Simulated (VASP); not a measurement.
FeCo (Wairauite), 2 atoms in the cell. The structure is cubic, space group Pm-3m (No. 221). Conventional cell: a = 2.742 Å, b = 2.742 Å, c = 2.742 Å, α = 90.00°, β = 90.00°, γ = 90.00°. Fe (site symmetry m-3m) has 8 Co at 2.37 Å and 6 Fe at 2.74 Å within 3.1 Å. Within 3.1 Å of Co (site symmetry m-3m) lie 8 Fe at 2.37 Å and 6 Co at 2.74 Å.  This cell differs from its parent crystal: volume scaled by 0.980.

| Property | Result |
| --- | --- |
| Program | VASP 6.6.1 |
| Task | single point |
| Functional | PBE |
| Potentials or basis | VASP PAW PBE potentials, release 64 (Fe, Co) |
| Cutoff | 600 eV |
| k mesh | 16 × 16 × 16 |
| Occupations | gaussian, width 0.05 eV |
| Spin | no spin polarisation |
| Dipole correction | no |
| Further INCAR settings | ALGO = Normal; EDIFF = 1e-06; NBANDS = 16 |

Potentials or basis: VASP PAW PBE potentials, release 64 (Fe, Co).

Command:

```console
$ cat potpaw_PBE.64/Fe/POTCAR potpaw_PBE.64/Co/POTCAR > POTCAR
$ mpirun -np 1 vasp_std > vasp.out
```

Hardware: 1 thread of Intel Xeon 8259CL, on a shared host.

How long does it take, and how much memory?

Wall time 83 s on 1 thread of Intel Xeon 8259CL (shared host), peak memory 0.2 GiB. Counts: scf iterations 14, k points 165.
